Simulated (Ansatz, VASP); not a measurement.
# SnO2 in VASP and in Ansatz

INCAR

```
ALGO = Normal ; EDIFF = 1E-6
ENCUT = 520 ; ISIF = 2
ISMEAR = 0 ; LASPH = True
LCHARG = False ; LREAL = False
LWAVE = False ; NBANDS = 20
NELM = 60 ; PREC = Accurate
SIGMA = 0.05
```

KPOINTS

```
k-points
0
Gamma
  12 12 12
```

POSCAR

```
SnO2
1.0
    1.6392477882      0.9464201518      4.6717078071
   -1.6392477882      0.9464201518      4.6717078071
    0.0000000000     -1.8928403036      4.6717078071
Sn O
1 2
Direct
    0.5000000000      0.5000000000      0.5000000000
    0.2371700000      0.2371700000      0.2371700000
    0.7628300000      0.7628300000      0.7628300000
```

Input for Ansatz:

```yaml
crystal:
  lattice:
    - [1.6392477882, 0.9464201518, 4.6717078071]
    - [-1.6392477882, 0.9464201518, 4.6717078071]
    - [0.0, -1.8928403036, 4.6717078071]
  atoms:
    - { symbol: Sn, position: [0.5, 0.5, 0.5] }
    - { symbol: O, position: [0.23717, 0.23717, 0.23717] }
    - { symbol: O, position: [0.76283, 0.76283, 0.76283] }
basis:
  ecutwfc: 420
kpoints:
  mp_grid: { grid: [12, 12, 12] }
hamiltonian:
  xc: lda
scf:
  occupations: { method: gaussian, width: 0.05 }
output:
  forces: true
  stress: true
  eigenvalues: true
```

Alike in both runs: task single point; functional LDA; k mesh 12 × 12 × 12; occupations gaussian, width 0.05 eV; no spin polarisation.

|  | VASP | Ansatz |
| --- | --- | --- |
| version | VASP 6.6.1 | Ansatz 0.2.0 |
| potentials or method | VASP PAW LDA potentials, release 64 (Sn_d, O), cutoff 520 eV | scalar-relativistic, plane waves, PAW |
| valence electrons in the cell | 26 | 26 |

Ansatz gave:

- gap on the k mesh at the Fermi level (eV): 1.49
- least direct gap on the mesh (eV): 1.58
- pressure (GPa): -11.4
- traceless stress, the component that is largest in VASP (GPa): 4.61
- rms of the force components (eV/Å): 0.263

Problem. Estimate VASP's values.

Solution. gap on the k mesh at the Fermi level (eV): 1.49; least direct gap on the mesh (eV): 1.59; pressure (GPa): -10.7; traceless stress, the component that is largest in VASP (GPa): 4.13; rms of the force components (eV/Å): 0.238.

LDA's correlation is that of Perdew and Zunger in VASP and of Perdew and Wang (1992) in Ansatz. Atom by atom the forces differ by 0.025 eV/Å (rms over components).
